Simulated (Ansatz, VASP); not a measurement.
## CsI in VASP and in Ansatz

```
Cs I
1.0
     4.58819    0.00000    0.00000
     0.00000    4.58819    0.00000
     0.00000    0.00000    4.58819
Cs I
1 1
Direct
  0.00000 0.00000 0.00000
  0.50000 0.50000 0.50000
```

Alike in both runs: task single point; functional PBE; k mesh 8 × 8 × 8; occupations gaussian, width 0.05 eV; no spin polarisation.

|  | VASP | Ansatz |
| --- | --- | --- |
| version | VASP 6.6.1 | Ansatz 0.2.0 |
| potentials or method | VASP PAW PBE potentials, release 64 (Cs_sv, I), cutoff 500 eV | scalar-relativistic, plane waves, PAW |
| valence electrons in the cell | 16 | 26 |

|  | VASP | Ansatz | Ansatz less VASP |
| --- | --- | --- | --- |
| gap on the k mesh at the Fermi level (eV) | 3.83 | 3.84 | +0.013 |
| least direct gap on the mesh (eV) | 3.92 | 3.93 | +0.010 |
| pressure (GPa) | 0.6 | 0.6 | -0.04 |

VASP's potentials hold 16 valence electrons a cell and Ansatz's 26, so a difference there can come from the potentials and not from the codes.

Spin-orbit coupling is off throughout.
